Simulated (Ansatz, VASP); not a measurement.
## BeTe: VASP beside Ansatz

POSCAR

```
BeTe
1.0
    0.0000000000      2.8839138600      2.8839138600
    2.8839138600      0.0000000000      2.8839138600
    2.8839138600      2.8839138600      0.0000000000
Be Te
1 1
Direct
    0.0000000000      0.0000000000      0.0000000000
    0.2500000000      0.2500000000      0.2500000000
```

Contents of INCAR.step1:

```
ALGO = Normal ; EDIFF = 1E-4
ENCUT = 520 ; GGA = PE
ISMEAR = -1 ; LASPH = T
LCHARG = F ; LREAL = F
LWAVE = T ; NELM = 60
PREC = Accurate ; SIGMA = 0.02
```

The input INCAR.step2:

```
ALGO = Normal ; EDIFF = 1E-6
EDIFFG = -0.01 ; ENCUT = 520
IBRION = 2 ; ISIF = 2
ISMEAR = -1 ; ISTART = 1
LASPH = T ; LCHARG = F
LMIXTAU = T ; LREAL = F
LWAVE = F ; METAGGA = R2SCAN
NELM = 60 ; NSW = 50
PREC = Accurate ; SIGMA = 0.02
```

Contents of KPOINTS:

```
k-points
0
Gamma
  8 8 8
```

Input for Ansatz:

```yaml
crystal:
  lattice:
    - [0.0, 2.88391386, 2.88391386]
    - [2.88391386, 0.0, 2.88391386]
    - [2.88391386, 2.88391386, 0.0]
  atoms:
    - { symbol: Be, position: [0.0, 0.0, 0.0] }
    - { symbol: Te, position: [0.25, 0.25, 0.25] }
  symmetry: { tolerance: 0.0003 }
hamiltonian:
  xc: r2scan
  pseudopotentials: { kind: paw, azcp: { folder: soft_1 } }
basis:
  ecutwfc: 500
magnetization:
  spin_polarized: false
scf:
  occupations: { method: fermi_dirac, width: 0.02 }
kpoints:
  mp_grid: { grid: [8, 8, 8], shift: [0, 0, 0] }
  band_path:
    path:
      - [0.0, 0.0, 0.0]
      - [-0.5, -0.5, 0.0]
      - [-0.375, -0.375, 0.25]
      - [-0.375, 0.0, 0.375]
      - [0.0, 0.0, 0.0]
      - [0.0, 0.0, 0.5]
      - [-0.5, -0.25, 0.25]
      - [-0.5, -0.5, 0.0]
    npoints: 10
output:
  forces: true
  stress: true
  eigenvalues: true
  write_potential: true
  elf: true
  volumetric_format: npy
  dos: { e_range: [-12, 8], de: 0.05 }
relax:
  max_steps: 30
```

Alike in both runs: task relaxation of the atoms; functional r2SCAN; k mesh 8 × 8 × 8; occupations fermi-dirac, width 0.02 eV; no spin polarisation.

|  | VASP | Ansatz |
| --- | --- | --- |
| version | VASP 6.6.1 | Ansatz 0.2.0 |
| potentials or method | VASP PAW PBE potentials, release 64 (Be, Te), cutoff 520 eV | PAW plane waves |
| valence electrons in the cell | 8 | 18 |

```tsv
	VASP	Ansatz	Ansatz less VASP
gap on the k mesh at the Fermi level, each at its own relaxed structure (eV)	2.50	2.51	+0.006
```

VASP's potentials were made for PBE, not for r2SCAN. VASP's potentials hold 8 valence electrons a cell and Ansatz's 18, so a difference there can come from the potentials and not from the codes. Ansatz's warnings: stress scf threshold loose.

Neither program's run includes spin-orbit coupling. Noted on VASP's run: the relaxation stopped at its first step, so nothing moved.
